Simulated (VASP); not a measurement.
# Ti (Fd-3m) in VASP: notebook, part 2 of 2

VASP 6.6.1. The steps go on from the part before.

## Step 3: Relaxation of cell and atoms, PBEsol, target pressure 30 GPa, at which the enthalpy is minimised

This run uses another cell than the first one, of 16.03 Å³/atom.

Contents of INCAR:

```
SYSTEM = Ti
PREC     = Accurate       ! precision mode
ENCUT    = 600            ! plane-wave cutoff, eV
EDIFF    = 1E-7           ! SCF threshold, eV
ISMEAR   = -1             ! smearing method
SIGMA    = 0.1            ! smearing width, eV
LREAL    = .FALSE.        ! projectors in reciprocal space
LASPH    = .TRUE.         ! aspherical terms in the spheres
NELM     = 80             ! most SCF steps
ALGO     = Normal         ! electronic algorithm
ISIF     = 3              ! what is computed and relaxed
LWAVE    = .FALSE.        ! write WAVECAR
LCHARG   = .FALSE.        ! write CHGCAR
GGA      = PS             ! functional
IBRION   = 2              ! ionic algorithm
NSW      = 60             ! ionic steps
EDIFFG   = -0.005         ! ionic threshold
PSTRESS  = 300.0
```

Contents of KPOINTS:

```
regular mesh
0
G
  13 13 13
  0 0 0
```

Contents of POSCAR:

```
Ti
1.0
    0.0000000000      2.5214863746      2.5214863746
    2.5214863746      0.0000000000      2.5214863746
    2.5214863746      2.5214863746      0.0000000000
Ti
2
Direct
   -0.1250000000     -0.1250000000     -0.1250000000
    0.1250000000      0.1250000000      0.1250000000
```

Potentials or basis: VASP PAW PBE potentials, release 64 (Ti_sv).

The run is started by

```bash
cat potpaw_PBE.64/Ti_sv/POTCAR > POTCAR
mpirun -np 1 vasp_std > vasp.out
```

OUTCAR:

```text
SYSTEM = Ti
   PREC = Accurate
   ENCUT = 600
   EDIFF = 1E-7
   ISMEAR = -1
   LREAL = .FALSE.
   LASPH = .TRUE.
   NELM = 80
   ISIF = 3
   GGA = PS
   IBRION = 2
   NSW = 60
   EDIFFG = -0.005
   PSTRESS = 300.0

 ion  position               nearest neighbor table
   1  0.875  0.875  0.875-   2 2.18   2 2.18   2 2.18   2 2.18
   2  0.125  0.125  0.125-   1 2.18   1 2.18   1 2.18   1 2.18

  LATTYP: Found a face centered cubic cell.
 ALAT       =     5.0429727492

  Lattice vectors:

 A1 = (   0.0000000000,   2.5214863746,   2.5214863746)
 A2 = (   2.5214863746,   0.0000000000,   2.5214863746)
 A3 = (   2.5214863746,   2.5214863746,   0.0000000000)

Analysis of symmetry for initial positions (statically):
=====================================================================
 Subroutine PRICEL returns:
 Original cell was already a primitive cell.

 Routine SETGRP: Setting up the symmetry group for a
 face centered cubic supercell.

 Subroutine GETGRP returns: Found 48 space group operations
 (whereof 12 operations were pure point group operations)
 out of a pool of 48 trial point group operations.

The static configuration has the point symmetry D_3d.
 The point group associated with its full space group is O_h .

Analysis of symmetry for dynamics (positions and initial velocities):
=====================================================================
 Subroutine PRICEL returns:
 Original cell was already a primitive cell.

 Routine SETGRP: Setting up the symmetry group for a
 face centered cubic supercell.

 Subroutine GETGRP returns: Found 48 space group operations
 (whereof 12 operations were pure point group operations)
 out of a pool of 48 trial point group operations.

The dynamic configuration has the point symmetry D_3d.
 The point group associated with its full space group is O_h .

 Subroutine INISYM returns: Found 48 space group operations
 (whereof 12 operations are pure point group operations),
 and found     1 'primitive' translations

----------------------------------------------------------------------------------------

                                     Primitive cell

  volume of cell :      32.0627

  direct lattice vectors                    reciprocal lattice vectors
     0.000000000  2.521486375  2.521486375    -0.198295737  0.198295737  0.198295737
     2.521486375  0.000000000  2.521486375     0.198295737 -0.198295737  0.198295737
     2.521486375  2.521486375  0.000000000     0.198295737  0.198295737 -0.198295737

  length of vectors
     3.565920228  3.565920228  3.565920228     0.343458292  0.343458292  0.343458292

  position of ions in fractional coordinates (direct lattice)
     0.875000000  0.875000000  0.875000000
     0.125000000  0.125000000  0.125000000

  ion indices of the primitive-cell ions
   primitive index   ion index
                 1           1
                 2           2

----------------------------------------------------------------------------------------

 KPOINTS: regular mesh

Automatic generation of k-mesh.
 Grid dimensions read from file:
 generate k-points for:   13   13   13

 Generating k-lattice:

  Cartesian coordinates                     Fractional coordinates (reciprocal lattice)
    -0.015253518  0.015253518  0.015253518     0.076923077  0.000000000  0.000000000
     0.015253518 -0.015253518  0.015253518     0.000000000  0.076923077  0.000000000
     0.015253518  0.015253518 -0.015253518     0.000000000  0.000000000  0.076923077

  Length of vectors
     0.026419869  0.026419869  0.026419869

  Shift w.r.t. Gamma in fractional coordinates (k-lattice)
     0.000000000  0.000000000  0.000000000

 Subroutine IBZKPT returns following result:
 ===========================================

 Found     84 irreducible k-points:

 Following reciprocal coordinates:
            Coordinates               Weight
  0.000000  0.000000  0.000000      1.000000
  0.076923  0.000000  0.000000      8.000000
  0.153846  0.000000  0.000000      8.000000
  0.230769  0.000000  0.000000      8.000000
  0.307692  0.000000  0.000000      8.000000
  0.384615  0.000000  0.000000      8.000000
[... 16 lines left out ...]
  0.384615  0.153846  0.000000     24.000000
  0.461538  0.153846  0.000000     24.000000
 [... further k-points ...]
   k-points           NKPTS =     84   k-points in BZ     NKDIM =     84   number of bands    NBANDS=     16
   number of dos      NEDOS =    301   number of ions     NIONS =      2
   total plane-waves  NPLWV =  21952
   dimension x,y,z NGX =    28 NGY =   28 NGZ =   28
   dimension x,y,z NGXF=    56 NGYF=   56 NGZF=   56
   ions per type =               2
   NGX,Y,Z   is equivalent  to a cutoff of  13.05, 13.05, 13.05 a.u.
   NGXF,Y,Z  is equivalent  to a cutoff of  26.11, 26.11, 26.11 a.u.
 SYSTEM =  Ti
   PREC   = accura    normal or accurate (medium, high low for compatibility)
   ISTART =      0    job   : 0-new  1-cont  2-samecut
   ICHARG =      2    charge: 1-file 2-atom 10-const
   ISPIN  =      1    spin polarized calculation?
   LNONCOLLINEAR =      F non collinear calculations
   LSORBIT =      F    spin-orbit coupling
   LASPH  =      T    aspherical Exc in radial PAW
   ENCUT  =  600.0 eV  44.10 Ry    6.64 a.u.   7.12  7.12  7.12*2*pi/ulx,y,z
   NELM   =     80;   NELMIN=  2; NELMDL= -5     # of ELM steps
   EDIFF  = 0.1E-06   stopping-criterion for ELM
   LREAL  =      F    real-space projection
   EDIFFG = -.5E-02   stopping-criterion for IOM
   NSW    =     60    number of steps for IOM
   IBRION =      2    ionic relax: 0-MD 1-quasi-New 2-CG
   NFREE  =      1    steps in history (QN), initial steepest desc. (CG)
   ISIF   =      3    stress and relaxation
   ISYM   =      2    0-nonsym 1-usesym 2-fastsym
   POTIM  = 0.5000    time-step for ionic-motion
   TEBEG  =    0.0;   TEEND  =   0.0 temperature during run
   PSTRESS=  300.0 pullay stress
   NELECT =      24.0000    total number of electrons
   NUPDOWN=      -1.0000    fix difference up-down
   EMIN   =  10.00;   EMAX   =-10.00  energy-range for DOS
   EFERMI =   0.00;   METHOD = LEGACY
   ISMEAR =    -1;   SIGMA  =   0.10  broadening in eV -4-tet -1-fermi 0-gaus
   EFERMI_NEDOS =   21; number of points for ismear=-14 and -15
   IALGO  =     38    algorithm
   IMIX   =      4    mixing-type and parameters
     AMIX     =   0.40;   BMIX     =  1.00
     AMIX_MAG =   1.60;   BMIX_MAG =  1.00
  volume/ion in A,a.u.               =      16.03       108.18
  Fermi-wavevector in a.u.,A,eV,Ry     =   1.486433  2.808951 30.061835  2.209483
  Thomas-Fermi vector in A             =   2.599720
   LORBIT       =      0    0 simple, 1 ext, 2 COOP (PROOUT), +10 PAW based schemes
   GGA     = PS    functional components
   LHFCALC =     F    Hartree Fock is set to
   AEXX    =    0.0000 exact exchange contribution
   IVDW    =     0    specifies the selected vdW correction
   LEPSILON=     F    determine dielectric tensor
   LRPA    =     F    only Hartree local field effects (RPA)
 conjugate gradient relaxation of ions
 non-spin polarized calculation
  energy-cutoff  :      600.00
  volume of cell :       32.06
 maximum number of plane-waves:      1079
   NGX = 15   NGY = 15   NGZ = 15

--------------------------------------- Ionic step        1  -------------------------------------------

 number of electron      24.0000002 magnetization

 Free energy of the ion-electron system (eV)
  ---------------------------------------------------
  ext. energy  EPLUGINS =         0.00000000
  ---------------------------------------------------
  free energy    TOTEN  =       -11.59509924 eV

  energy without entropy =      -11.45589380  energy(sigma->0) =      -11.52549652

 E-fermi :   8.8533     XC(G=0): -11.7067

 val. band max:        8.8469933403   @ k =   0.4615   0.2308   0.0000
 cond. band min:       8.8721789415   @ k =   0.3077   0.3077   0.0000
 fundamental gap:      0.0251856012
 Fermi energy:         8.8533315897

 k-point     1 :       0.0000    0.0000    0.0000
  band No.  band energies     occupation
      1     -47.8292      2.00000
      2     -46.2865      2.00000
      3     -24.4512      2.00000
      4     -24.4512      2.00000
      5     -24.4512      2.00000
      6     -22.7814      2.00000
[... 8 lines left out ...]
     15      11.2075      0.00000
     16      11.2075      0.00000
[... 548 lines left out ...]
  enthalpy is  TOTEN    =        -5.7758776717 eV   P V=        5.3272292161

--------------------------------------- Ionic step        4  -------------------------------------------

 number of electron      23.9999995 magnetization

 Free energy of the ion-electron system (eV)
  ---------------------------------------------------
  ext. energy  EPLUGINS =         0.00000000
  ---------------------------------------------------
  free energy    TOTEN  =       -11.09017790 eV

  energy without entropy =      -10.97577828  energy(sigma->0) =      -11.03297809

 E-fermi :  10.4035     XC(G=0): -12.3140

 val. band max:       10.4005486498   @ k =   0.3077   0.1538   0.0769
 cond. band min:      10.4083010203   @ k =   0.2308   0.0769   0.0000
 fundamental gap:      0.0077523705
 Fermi energy:        10.4034758711

 k-point     1 :       0.0000    0.0000    0.0000
  band No.  band energies     occupation
      1     -46.5674      2.00000
      2     -44.3843      2.00000
      3     -23.1613      2.00000
      4     -23.1613      2.00000
      5     -23.1613      2.00000
      6     -21.0231      2.00000
[... 8 lines left out ...]
     15      13.0672      0.00000
     16      13.0672      0.00000
[... 466 lines left out ...]
  FREE ENERGIE OF THE ION-ELECTRON SYSTEM (eV)
  ---------------------------------------------------
  free  energy   TOTEN  =       -11.0901779003 eV

  energy  without entropy=      -10.9757782760  energy(sigma->0) =      -11.03297809

  enthalpy is  TOTEN    =        -5.7759299915 eV   P V=        5.3142479088

 reached required accuracy - stopping structural energy minimisation
```

Run time: 3 min. Hardware: 1 thread of Intel Xeon Platinum 8488C (Sapphire Rapids), shared host; peak memory 0.19 GiB.

What came out:

| Item | Value |
| --- | --- |
| Free energy | -11.0902 eV |
| Relaxed volume | 14.19 Å³/atom |
| Relaxed cell | a = 3.424 Å, b = 3.424 Å, c = 3.424 Å, α = 60.00°, β = 60.00°, γ = 60.00° |
| Space group after relaxing (to 0.1 Å) | Fd-3m (No. 227) |
| Energy change on relaxing (the run minimises the enthalpy) | +252.5 meV/atom |
| Ionic steps | 4 |
| Pressure after relaxing | 30.1 GPa |
| Band gap on the k mesh | zero (bands 12 and 13 overlap by 1.42 eV) |

The path:
```csv
step,energy change (eV),largest force (eV/Å),pressure (GPa),volume (Å³)
1,0.0000,0.0000,15.50,32.06
2,1.1311,0.0000,49.19,25.79
3,0.4920,0.0000,29.70,28.45
4,0.5049,0.0000,30.06,28.38
```

Final structure:
```
Ti
1.0
     0.00000    2.42103    2.42103
     2.42103    0.00000    2.42103
     2.42103    2.42103    0.00000
Ti
2
Cartesian
  4.2368 4.2368 4.2368
  0.6053 0.6053 0.6053
```

Levels at points of the mesh, in eV from the Fermi level:
```
           k point  band 10  band 11  band 12  band 13  band 14  band 15
(0.00, 0.00, 0.00)    -1.87    -1.87    -0.28    -0.28    -0.28     2.66
```

Caveat: the cell is relaxed towards a set pressure, so the run minimises the enthalpy, not the energy; atoms lie so close that the PAW spheres overlap strongly, which falsifies energies and pressures; the PAW data sets were made with another functional, which shifts forces and pressure a little.
